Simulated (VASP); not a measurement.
A run of VASP 6.6.1 is set up as follows.

The input INCAR:

```
ALGO     = Normal         # electronic algorithm
EDIFF    = 1E-6           # SCF threshold, eV
EDIFFG   = -0.005         # ionic threshold
ENCUT    = 600            # plane-wave cutoff, eV
GGA      = PE             # functional
IBRION   = 2              # ionic algorithm
ISIF     = 3              # what is computed and relaxed
ISMEAR   = -1             # smearing method
LASPH    = True           # aspherical terms in the spheres
LCHARG   = False          # write CHGCAR
LREAL    = False          # projectors in reciprocal space
LWAVE    = False          # write WAVECAR
NELM     = 80             # most SCF steps
NSW      = 100            # ionic steps
PREC     = Accurate       # precision mode
SIGMA    = 0.08           # smearing width, eV
```

The input KPOINTS:

```
k-points
0
Gamma
  16 16 16
```

Contents of POSCAR:

```
Ga
1.0
    2.5674517560      0.0000000000      0.0000000000
    0.0000000000      2.5674517560      0.0000000000
    0.0000000000      0.0000000000      2.5674517560
Ga
1
Direct
    0.0000000000      0.0000000000      0.0000000000
```

Potentials or basis: VASP PAW PBE potentials, release 64 (Ga_d).

Run with:

```bash
$ cat potpaw_PBE.64/Ga_d/POTCAR > POTCAR
$ mpirun -np 1 vasp_std > vasp.out
```

(1) Estimate the relaxed volume.

(2) What does it give for the relaxed cell?

(3) Predict the space group after relaxing (to 0.05 Å).

## Answers

(1) 20.11 Å³/atom.

(2) a = 2.720 Å, b = 2.720 Å, c = 2.720 Å, α = 90.00°, β = 90.00°, γ = 90.00°.

(3) Pm-3m (No. 221).

Caveat: the volume moved by over 15 % at a fixed basis, so the end points are rough.
